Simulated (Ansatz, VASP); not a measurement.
# C in VASP and in Ansatz

```
C
1.0
    -1.18407    1.18407    1.18407
     1.18407   -1.18407    1.18407
     1.18407    1.18407   -1.18407
C
1
Cartesian
  0.0000 0.0000 0.0000
```

Alike in both runs: task electric field gradients; functional LDA; k mesh 16 × 16 × 16; occupations fermi-dirac, width 0.03 eV; no spin polarisation.

```csv
,VASP,Ansatz
version,VASP 6.6.1,Ansatz 0.2.0
potentials or method,"VASP PAW LDA potentials, release 64 (C)","PAW with Ansatz's default frozen-core files, scalar-relativistic"
plane-wave cutoff (eV),520,420
valence electrons in the cell,4,4
```

```csv
,VASP,Ansatz,Ansatz less VASP
pressure (GPa),-11.0,-11.5,-0.56
```

LDA's correlation is that of Perdew and Zunger in VASP and of Perdew and Wang (1992) in Ansatz.
